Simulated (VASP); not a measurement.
# Co (P6_3/mmc) in VASP: notebook

Runs on Co. Level: PBE. Tasks: single point.

Everything below comes from runs of VASP 6.6.1. Logs are shortened: lines on timing, memory, paths and dates and some standing lists are left out, and cuts for length are marked.

**1. The cell of the first run**

Symmetry: P6_3/mmc, No. 194, hexagonal system. Conventional cell: a = 2.492 Å, b = 2.492 Å, c = 4.034 Å, α = 90.00°, β = 90.00°, γ = 120.00°. Co (site symmetry -6m2) has 12 Co at 2.48 to 2.49 Å within 3.3 Å.

**2. Single point, PBE, collinear spin, ferromagnetic start**

INCAR reads:

```
ALGO = Normal ; EDIFF = 1E-6
ENCUT = 520 ; GGA = PE
ISIF = 2 ; ISMEAR = 0
ISPIN = 2 ; LASPH = True
LCHARG = True ; LELF = True
LMAXMIX = 4 ; LORBIT = 11
LREAL = False ; LVHAR = True
LWAVE = False ; MAGMOM = 1.93 1.93
NBANDS = 20 ; NELM = 150
PREC = Accurate ; SIGMA = 0.1
```

KPOINTS reads:

```
k-points
0
Gamma
  18 18 10
```

POSCAR reads:

```
Co
1.0
    2.4922744508      0.0000000000      0.0000000000
   -1.2461372254      2.1583729876      0.0000000000
    0.0000000000      0.0000000000      4.0336831007
Co
2
Direct
    0.3333333333      0.6666666667      0.2500000000
    0.6666666667      0.3333333333      0.7500000000
```

Potentials or basis: VASP PAW PBE potentials, release 64 (Co).

On the command line:

```
> cat potpaw_PBE.64/Co/POTCAR > POTCAR
> mpirun -np 1 vasp_std > vasp.out
```

OUTCAR:

```text
EDIFF = 1E-6
   ENCUT = 520
   GGA = PE
   ISIF = 2
   ISMEAR = 0
   ISPIN = 2
   LASPH = True
   LORBIT = 11
   LREAL = False
   NELM = 150
   PREC = Accurate

 ion  position               nearest neighbor table
   1  0.333  0.667  0.250-   2 2.48   2 2.48   2 2.48   2 2.48   2 2.48   2 2.48
   2  0.667  0.333  0.750-   1 2.48   1 2.48   1 2.48   1 2.48   1 2.48   1 2.48

  LATTYP: Found a hexagonal cell.
 ALAT       =     2.4922744508
 C/A-ratio  =     1.6184746826

  Lattice vectors:

 A1 = (   2.4922744508,   0.0000000000,   0.0000000000)
 A2 = (  -1.2461372254,   2.1583729876,   0.0000000000)
 A3 = (   0.0000000000,   0.0000000000,   4.0336831007)

Analysis of symmetry for initial positions (statically):
=====================================================================
 Subroutine PRICEL returns:
 Original cell was already a primitive cell.

 Routine SETGRP: Setting up the symmetry group for a
 hexagonal supercell.

 Subroutine GETGRP returns: Found 24 space group operations
 (whereof 12 operations were pure point group operations)
 out of a pool of 24 trial point group operations.

The static configuration has the point symmetry D_3d.
 The point group associated with its full space group is D_6h.

Analysis of symmetry for dynamics (positions and initial velocities):
=====================================================================
 Subroutine PRICEL returns:
 Original cell was already a primitive cell.

 Routine SETGRP: Setting up the symmetry group for a
 hexagonal supercell.

 Subroutine GETGRP returns: Found 24 space group operations
 (whereof 12 operations were pure point group operations)
 out of a pool of 24 trial point group operations.

The dynamic configuration has the point symmetry D_3d.
 The point group associated with its full space group is D_6h.

Analysis of structural, dynamic, and magnetic symmetry:
=====================================================================
 Subroutine PRICEL returns:
 Original cell was already a primitive cell.

 Routine SETGRP: Setting up the symmetry group for a
 hexagonal supercell.

 Subroutine GETGRP returns: Found 24 space group operations
 (whereof 12 operations were pure point group operations)
 out of a pool of 24 trial point group operations.

The overall configuration has the point symmetry D_3d.
 The point group associated with its full space group is D_6h.

 Subroutine INISYM returns: Found 24 space group operations
 (whereof 12 operations are pure point group operations),
 and found     1 'primitive' translations
[... 111 lines left out ...]
   EFERMI_NEDOS =   21; number of points for ismear=-14 and -15
   IALGO  =     38    algorithm
   IMIX   =      4    mixing-type and parameters
     AMIX     =   0.40;   BMIX     =  1.00
     AMIX_MAG =   1.60;   BMIX_MAG =  1.00
  volume/ion in A,a.u.               =      10.85        73.21
  Fermi-wavevector in a.u.,A,eV,Ry     =   1.538241  2.906853 32.193892  2.366184
  Thomas-Fermi vector in A             =   2.644637
   LORBIT       =     11    0 simple, 1 ext, 2 COOP (PROOUT), +10 PAW based schemes
   GGA     = PE    functional components
   LHFCALC =     F    Hartree Fock is set to
   AEXX    =    0.0000 exact exchange contribution
   IVDW    =     0    specifies the selected vdW correction
   LEPSILON=     F    determine dielectric tensor
   LRPA    =     F    only Hartree local field effects (RPA)
 spin polarized calculation
 Gauss-broadening in eV      SIGMA  =   0.10
  energy-cutoff  :      520.00
  volume of cell :       21.70
 maximum number of plane-waves:       602
 NGX is ok and might be reduce to    20
   NGX =  9   NGY =  9   NGZ = 15

 number of electron      17.9999997 magnetization       3.1881577

 Free energy of the ion-electron system (eV)
  ---------------------------------------------------
  ext. energy  EPLUGINS =         0.00000000
  ---------------------------------------------------
  free energy    TOTEN  =       -14.07617835 eV

  energy without entropy =      -14.06775430  energy(sigma->0) =      -14.07196632

 E-fermi :  10.2556     XC(G=0): -13.4036

 val. band max:       10.2541255303   @ k =   0.1667   0.1667   0.2000
 cond. band min:      10.2561649433   @ k =   0.1111   0.0000   0.2000
 fundamental gap:      0.0020394131
 Fermi energy:        10.2555957902

 spin component 1

 k-point     1 :       0.0000    0.0000    0.0000
  band No.  band energies     occupation
      1       1.3524      1.00000
      2       5.1347      1.00000
      3       7.6505      1.00000
      4       7.6741      1.00000
      5       7.6741      1.00000
      6       7.9846      1.00000
[... 541 lines left out ...]
     19      32.7899      0.00000
     20      35.1464      0.00000

 [... further k-points ...]

 spin component 2

 k-point     1 :       0.0000    0.0000    0.0000
  band No.  band energies     occupation
      1       1.3380      1.00000
      2       6.0628      1.00000
      3       9.2654      1.00000
      4       9.2964      1.00000
      5       9.2964      1.00000
      6       9.6604      1.00000
[... 541 lines left out ...]
     19      33.0989      0.00000
     20      35.4867      0.00000

 [... further k-points ...]
[... 5 lines left out ...]
  --------------------------------------------------------------------------------------
  -------------------------------------------------------------------------------------
  Total       -0.0922968     -0.0922968     -0.1103582      0.0000000      0.0000000      0.0000000
  in kB       -6.8151144     -6.8151144     -8.1487537      0.0000000      0.0000000      0.0000000
  external PRESSURE =      -7.2596608 kB  Pullay stress =       0.0000000 kB

 VOLUME and BASIS-vectors are now :
 -----------------------------------------------------------------------------
  energy-cutoff  :      520.00
  volume of cell :       21.70
      direct lattice vectors                 reciprocal lattice vectors
     2.492274451  0.000000000  0.000000000     0.401239919  0.231655976  0.000000000
    -1.246137225  2.158372988  0.000000000     0.000000000  0.463311951  0.000000000
     0.000000000  0.000000000  4.033683101     0.000000000  0.000000000  0.247912386

 POSITION                                       TOTAL-FORCE (eV/Angst)
 -----------------------------------------------------------------------------------
     -0.00000      1.43892      1.00842         0.000000     -0.000000      0.000000
      1.24614      0.71946      3.02526        -0.000000      0.000000      0.000000
 -----------------------------------------------------------------------------------
    total drift:                               -0.000000      0.000000     -0.000000

  FREE ENERGIE OF THE ION-ELECTRON SYSTEM (eV)
  ---------------------------------------------------
  free  energy   TOTEN  =       -14.0761783453 eV

  energy  without entropy=      -14.0677542969  energy(sigma->0) =      -14.07196632

 total charge

# of ion       s       p       d       tot
------------------------------------------
    1        0.488   0.521   7.264   8.273
    2        0.488   0.521   7.264   8.273
--------------------------------------------------
tot          0.977   1.042  14.527  16.546

 magnetization (x)

# of ion       s       p       d       tot
------------------------------------------
    1       -0.015  -0.056   1.687   1.615
    2       -0.015  -0.056   1.687   1.615
--------------------------------------------------
tot         -0.031  -0.112   3.374   3.231
```

OSZICAR:

```text
N       E                     dE             d eps       ncg     rms          rms(c)
DAV:   1     0.853783068485E+02    0.85378E+02   -0.79445E+03 18704   0.119E+03
DAV:   2    -0.115854269413E+02   -0.96964E+02   -0.87016E+02 18032   0.216E+02
DAV:   3    -0.160910061657E+02   -0.45056E+01   -0.43267E+01 20172   0.566E+01
DAV:   4    -0.161590275446E+02   -0.68021E-01   -0.67969E-01 21668   0.611E+00
DAV:   5    -0.161609877423E+02   -0.19602E-02   -0.19601E-02 20700   0.983E-01    0.149E+01
DAV:   6    -0.145085529163E+02    0.16524E+01   -0.74469E+00 20132   0.559E+01    0.688E+00
DAV:   7    -0.141120521184E+02    0.39650E+00   -0.11618E+00 20796   0.202E+01    0.381E+00
DAV:   8    -0.140913682476E+02    0.20684E-01   -0.15631E-02 23464   0.124E+00    0.172E+00
DAV:   9    -0.140767266894E+02    0.14642E-01   -0.29150E-03 28672   0.990E-01    0.443E-01
DAV:  10    -0.140762043371E+02    0.52235E-03   -0.74040E-04 23176   0.334E-01    0.521E-02
DAV:  11    -0.140761789694E+02    0.25368E-04   -0.36557E-05 23056   0.630E-02    0.305E-02
DAV:  12    -0.140761783453E+02    0.62405E-06   -0.39185E-06 19956   0.210E-02
   1 F= -.14076178E+02 E0= -.14071966E+02  d E =-.842405E-02  mag=     3.1881
```

stdout:

```text
POSCAR found type information on POSCAR Co
 POSCAR found :  1 types and       2 ions
 scaLAPACK will be used
 LDA part: xc-table for (Slater+PW92), standard interpolation
 POSCAR, INCAR and KPOINTS ok, starting setup
 FFT: planning ... GRIDC
 FFT: planning ... GRID_SOFT
 FFT: planning ... GRID
 WAVECAR not read
 entering main loop
```

It took 2 min on 1 thread of Intel Xeon Platinum 8488C (Sapphire Rapids), shared host; peak memory 0.24 GiB.

What came out:

```
Free energy                                           : -14.0762 eV
Pressure                                              : -0.7 GPa
Net moment                                            : 3.19 μB per cell
Site moments                                          : Co +1.61 μB
Valence electrons inside the program's atomic spheres : Co 8.27
```

**3. Single point, PBE, collinear spin, ferromagnetic start**

This run uses another cell than the first one, of 11.08 Å³/atom, 1.021 times its volume.

INCAR reads:

```
SYSTEM = Co
ALGO = Normal ; EDIFF = 1E-6
ENCUT = 520 ; GGA = PE
ISIF = 2 ; ISMEAR = 0
ISPIN = 2 ; LASPH = .TRUE.
LCHARG = .FALSE. ; LMAXMIX = 4
LORBIT = 11 ; LREAL = .FALSE.
LWAVE = .FALSE. ; MAGMOM = 1.84 1.84
NBANDS = 20 ; NELM = 150
PREC = Accurate ; SIGMA = 0.1
```

KPOINTS reads:

```
k-points
0
G
  18 18 10
  0 0 0
```

POSCAR reads:

```
Co
1.0
    2.5074000000      0.0000000000      0.0000000000
   -1.2537000000      2.1714720974      0.0000000000
    0.0000000000      0.0000000000      4.0699000000
Co
2
Direct
    0.3333333333      0.6666666667      0.2500000000
    0.6666666667      0.3333333333      0.7500000000
```

Potentials or basis: VASP PAW PBE potentials, release 64 (Co).

On the command line:

```
> cat potpaw_PBE.64/Co/POTCAR > POTCAR
> mpirun -np 1 vasp_std > vasp.out
```

OUTCAR:

```text
SYSTEM = Co
   EDIFF = 1E-6
   ENCUT = 520
   GGA = PE
   ISIF = 2
   ISMEAR = 0
   ISPIN = 2
   LASPH = .TRUE.
   LORBIT = 11
   LREAL = .FALSE.
   NELM = 150
   PREC = Accurate

 ion  position               nearest neighbor table
   1  0.333  0.667  0.250-   2 2.50   2 2.50   2 2.50   2 2.50   2 2.50   2 2.50
   2  0.667  0.333  0.750-   1 2.50   1 2.50   1 2.50   1 2.50   1 2.50   1 2.50

  LATTYP: Found a hexagonal cell.
 ALAT       =     2.5074000000
 C/A-ratio  =     1.6231554598

  Lattice vectors:

 A1 = (   2.5074000000,   0.0000000000,   0.0000000000)
 A2 = (  -1.2537000000,   2.1714720974,   0.0000000000)
 A3 = (   0.0000000000,   0.0000000000,   4.0699000000)

Analysis of symmetry for initial positions (statically):
=====================================================================
 Subroutine PRICEL returns:
 Original cell was already a primitive cell.

 Routine SETGRP: Setting up the symmetry group for a
 hexagonal supercell.

 Subroutine GETGRP returns: Found 24 space group operations
 (whereof 12 operations were pure point group operations)
 out of a pool of 24 trial point group operations.

The static configuration has the point symmetry D_3d.
 The point group associated with its full space group is D_6h.

Analysis of symmetry for dynamics (positions and initial velocities):
=====================================================================
 Subroutine PRICEL returns:
 Original cell was already a primitive cell.

 Routine SETGRP: Setting up the symmetry group for a
 hexagonal supercell.

 Subroutine GETGRP returns: Found 24 space group operations
 (whereof 12 operations were pure point group operations)
 out of a pool of 24 trial point group operations.

The dynamic configuration has the point symmetry D_3d.
 The point group associated with its full space group is D_6h.

Analysis of structural, dynamic, and magnetic symmetry:
=====================================================================
 Subroutine PRICEL returns:
 Original cell was already a primitive cell.

 Routine SETGRP: Setting up the symmetry group for a
 hexagonal supercell.

[... 146 lines left out ...]
 Free energy of the ion-electron system (eV)
  ---------------------------------------------------
  ext. energy  EPLUGINS =         0.00000000
  ---------------------------------------------------
  free energy    TOTEN  =       -14.06775677 eV

  energy without entropy =      -14.05912418  energy(sigma->0) =      -14.06344047

 E-fermi :   9.9666     XC(G=0): -13.2803

 val. band max:        9.9662037700   @ k =   0.1667   0.1667   0.2000
 cond. band min:       9.9739491811   @ k =   0.1111   0.0556   0.3000
 fundamental gap:      0.0077454111
 Fermi energy:         9.9665655810

 spin component 1

 k-point     1 :       0.0000    0.0000    0.0000
  band No.  band energies     occupation
      1       1.1820      1.00000
      2       4.9352      1.00000
      3       7.3717      1.00000
      4       7.4099      1.00000
      5       7.4099      1.00000
      6       7.7063      1.00000
[... 541 lines left out ...]
     19      32.1437      0.00000
     20      34.5083      0.00000

 [... further k-points ...]

 spin component 2

 k-point     1 :       0.0000    0.0000    0.0000
  band No.  band energies     occupation
      1       1.1617      1.00000
      2       5.8642      1.00000
      3       8.9923      1.00000
      4       9.0415      1.00000
      5       9.0415      1.00000
      6       9.3902      1.00000
[... 541 lines left out ...]
     19      32.4495      0.00000
     20      34.8383      0.00000

 [... further k-points ...]
[... 5 lines left out ...]
  --------------------------------------------------------------------------------------
  -------------------------------------------------------------------------------------
  Total       -0.6532480     -0.6532480     -0.7639008      0.0000000     -0.0000000      0.0000000
  in kB      -47.2309878    -47.2309878    -55.2313832      0.0000000     -0.0000000      0.0000000
  external PRESSURE =     -49.8977863 kB  Pullay stress =       0.0000000 kB

 VOLUME and BASIS-vectors are now :
 -----------------------------------------------------------------------------
  energy-cutoff  :      520.00
  volume of cell :       22.16
      direct lattice vectors                 reciprocal lattice vectors
     2.507400000  0.000000000  0.000000000     0.398819494  0.230258542  0.000000000
    -1.253700000  2.171472097  0.000000000     0.000000000  0.460517085  0.000000000
     0.000000000  0.000000000  4.069900000     0.000000000  0.000000000  0.245706283

 POSITION                                       TOTAL-FORCE (eV/Angst)
 -----------------------------------------------------------------------------------
     -0.00000      1.44765      1.01747         0.000000      0.000000      0.000000
      1.25370      0.72382      3.05242        -0.000000     -0.000000      0.000000
 -----------------------------------------------------------------------------------
    total drift:                                0.000000      0.000000     -0.000000

  FREE ENERGIE OF THE ION-ELECTRON SYSTEM (eV)
  ---------------------------------------------------
  free  energy   TOTEN  =       -14.0677567697 eV

  energy  without entropy=      -14.0591241783  energy(sigma->0) =      -14.06344047

 total charge

# of ion       s       p       d       tot
------------------------------------------
    1        0.479   0.503   7.250   8.233
    2        0.479   0.503   7.250   8.233
--------------------------------------------------
tot          0.959   1.006  14.501  16.465

 magnetization (x)

# of ion       s       p       d       tot
------------------------------------------
    1       -0.015  -0.056   1.700   1.629
    2       -0.015  -0.056   1.700   1.629
--------------------------------------------------
tot         -0.030  -0.112   3.401   3.259
```

OSZICAR:

```text
N       E                     dE             d eps       ncg     rms          rms(c)
DAV:   1     0.855431784801E+02    0.85543E+02   -0.79066E+03 18640   0.119E+03
DAV:   2    -0.116536707854E+02   -0.97197E+02   -0.87498E+02 17980   0.216E+02
DAV:   3    -0.161143131260E+02   -0.44606E+01   -0.42755E+01 20312   0.559E+01
DAV:   4    -0.161818423734E+02   -0.67529E-01   -0.67476E-01 21884   0.608E+00
DAV:   5    -0.161837215245E+02   -0.18792E-02   -0.18791E-02 20556   0.962E-01    0.146E+01
DAV:   6    -0.145408054547E+02    0.16429E+01   -0.78017E+00 20100   0.568E+01    0.722E+00
DAV:   7    -0.141014623325E+02    0.43934E+00   -0.12589E+00 20516   0.210E+01    0.377E+00
DAV:   8    -0.140828410009E+02    0.18621E-01   -0.16340E-02 23108   0.120E+00    0.168E+00
DAV:   9    -0.140683294411E+02    0.14512E-01   -0.30120E-03 28248   0.990E-01    0.461E-01
DAV:  10    -0.140677704858E+02    0.55896E-03   -0.85064E-04 23228   0.368E-01    0.461E-02
DAV:  11    -0.140677576662E+02    0.12820E-04   -0.42045E-05 19788   0.603E-02    0.326E-02
DAV:  12    -0.140677567697E+02    0.89649E-06   -0.37143E-06 21084   0.210E-02
   1 F= -.14067757E+02 E0= -.14063440E+02  d E =-.863259E-02  mag=     3.2071
```

stdout:

```text
POSCAR found type information on POSCAR Co
 POSCAR found :  1 types and       2 ions
 scaLAPACK will be used
 LDA part: xc-table for (Slater+PW92), standard interpolation
 POSCAR, INCAR and KPOINTS ok, starting setup
 FFT: planning ... GRIDC
 FFT: planning ... GRID_SOFT
 FFT: planning ... GRID
 WAVECAR not read
 entering main loop
```

Wall time 1.8 min (1 thread of Intel Xeon Platinum 8488C (Sapphire Rapids), shared host); peak memory 0.25 GiB.

What came out:

* Free energy: -14.0678 eV
* Pressure: -5.0 GPa
* Net moment: 3.21 μB per cell
* Site moments: Co +1.63 μB
* Valence electrons inside the program's atomic spheres: Co 8.23

Stress tensor (GPa, compression positive):
```
-4.72  0.00  0.00
 0.00 -4.72  0.00
 0.00  0.00 -5.52
```

Levels at points of the mesh, in eV from the Fermi level:
Spin up:
```csv
k point,band 8,band 9,band 10,band 11,band 12,band 13,band 14,band 15
"(0.00, 0.00, 0.00)",-1.92,-1.92,-0.87,-0.87,-0.10,6.12,21.85,24.23
"(0.50, 0.00, 0.00)",-0.72,-0.66,-0.58,1.26,3.22,9.50,10.12,12.52
"(0.00, 0.00, 0.50)",-2.62,-1.17,-1.17,-1.17,-1.17,14.69,14.69,22.56
"(0.50, 0.00, 0.50)",-1.08,-0.64,-0.64,1.57,1.57,7.08,7.08,18.10
```
Spin down:
```tsv
k point	band 3	band 4	band 5	band 6	band 7	band 8	band 9	band 10	band 11	band 12
(0.00, 0.00, 0.00)	-0.97	-0.93	-0.93	-0.58	-0.58	-0.18	-0.14	-0.14	1.02	1.02
(0.50, 0.00, 0.00)	-3.14	-1.80	-1.06	-1.00	-0.61	1.15	1.27	1.31	2.46	4.18
(0.00, 0.00, 0.50)	-1.50	-1.50	-0.98	-0.98	-0.98	-0.98	0.69	0.69	0.69	0.69
(0.50, 0.00, 0.50)	-2.31	-2.31	-0.04	-0.04	0.24	0.24	1.24	1.24	2.15	2.15
```

(Continued in part 2 of 2.)
